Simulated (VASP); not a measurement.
Wanted: the native input for a VASP 6.6.1 run.

```yaml
Task: relaxation of cell and atoms
Functional: PBE
Potentials_or_basis: VASP PAW PBE potentials, release 64 (Si, B)
Cutoff: 600 eV
k_mesh: 8 × 8 × 8
Occupations: gaussian, width 0.1 eV
Spin: no spin polarisation
Dipole_correction: no
Further_INCAR_settings: ALGO = Normal; EDIFF = 1e-06; IBRION = 2; EDIFFG = -0.01; NSW = 100; ISIF = 3
```

The structure of Si3B4 lies in POSCAR:

```
Si3B4
1.0
    0.0000000000      4.3935767629      4.3935767629
    4.3935767629      0.0000000000      4.3935767629
    4.3935767629      4.3935767629      0.0000000000
Si B
6 8
Direct
    0.5000000000      0.0000000000      0.5000000000
    0.5000000000      0.0000000000      0.0000000000
    0.0000000000      0.0000000000      0.5000000000
    0.0000000000      0.5000000000      0.0000000000
    0.0000000000      0.5000000000      0.5000000000
    0.5000000000      0.5000000000      0.0000000000
    0.8933721757      0.3198834728      0.8933721757
    0.1066278243      0.1066278243      0.1066278243
    0.8933721757      0.8933721757      0.8933721757
    0.6801165272      0.1066278243      0.1066278243
    0.8933721757      0.8933721757      0.3198834728
    0.3198834728      0.8933721757      0.8933721757
    0.1066278243      0.1066278243      0.6801165272
    0.1066278243      0.6801165272      0.1066278243
```

The cell was generated, and may not be a known phase.

These files were run (other wordings do the same):

INCAR

```
  ALGO = Normal
  EDIFF = 1E-6
  EDIFFG = -0.01
  ENCUT = 600
  GGA = PE
  IBRION = 2
  ISIF = 3
  ISMEAR = 0
  LASPH = T
  LCHARG = F
  LREAL = F
  LWAVE = F
  NELM = 100
  NSW = 100
  PREC = Accurate
  SIGMA = 0.1
```

KPOINTS

```
k-points
0
Gamma
  8 8 8
```

Potentials or basis: VASP PAW PBE potentials, release 64 (Si, B).

The run is started by

```bash
$ cat potpaw_PBE.64/Si/POTCAR potpaw_PBE.64/B/POTCAR > POTCAR
$ mpirun -np 1 vasp_std > vasp.out
```

Results of the run:

```yaml
Relaxed_volume: 12.09 Å³/atom
Relaxed_cell: a = 6.208 Å, b = 6.208 Å, c = 6.208 Å, α = 60.00°, β = 60.00°, γ = 60.00°
Space_group_after_relaxing_to_0.1_Å: Fm-3m (No. 225)
Energy_gained_by_relaxing: 0.1 meV/atom
Ionic_steps: 2
Pressure_after_relaxing: 0.0 GPa
Band_gap_on_the_k_mesh: zero (bands 24 and 25 overlap by 1.47 eV)
```

Run time: 3.7 min on 1 thread of Intel(R) Xeon(R) 6975P-C (Granite Rapids), on a shared host, peak memory 0.43 GiB.
